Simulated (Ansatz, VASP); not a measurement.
# One calculation of Te2Mo, two programs

```xyz
6
Lattice="3.4730 0.0000 0.0000 -1.7365 3.0077 0.0000 0.0000 0.0000 13.7755" Properties=species:S:1:pos:R:3 pbc="T T T"
Te    0.0000    2.0051    8.5356
Te    1.7365    1.0026    1.6478
Te    0.0000    2.0051   12.1276
Te    1.7365    1.0026    5.2399
Mo    0.0000    2.0051    3.4439
Mo    1.7365    1.0026   10.3316
```

Alike in both runs: task single point; functional LDA; k mesh 6 × 6 × 2; no spin polarisation.

|  | VASP | Ansatz |
| --- | --- | --- |
| version | VASP 6.6.1 | Ansatz 0.2.0 |
| potentials or method | VASP PAW LDA potentials, release 64 (Te, Mo_sv) | PAW with Ansatz's default frozen-core files, scalar-relativistic |
| plane-wave cutoff (eV) | 520 | 420 |
| occupations | gaussian, width 0.01 eV | fixed |
| valence electrons in the cell | 52 | 92 |

VASP gave:

- gap on the k mesh at the Fermi level (eV): 0.77
- pressure (GPa): 0.3
- traceless stress, the component that is largest in VASP (GPa): 0.09
- rms of the force components (eV/Å): 0.029

**Question.** What did Ansatz give for the same quantities?

**Answer.** gap on the k mesh at the Fermi level (eV): 0.77; pressure (GPa): 0.0; traceless stress, the component that is largest in VASP (GPa): -0.03; rms of the force components (eV/Å): 0.002.

LDA's correlation is that of Perdew and Zunger in VASP and of Perdew and Wang (1992) in Ansatz. Atom by atom the forces differ by 0.028 eV/Å (rms over components). VASP's potentials hold 52 valence electrons a cell and Ansatz's 92, so a difference there can come from the potentials and not from the codes. Ansatz's warnings: optics band completion.

Spin-orbit coupling is off throughout.
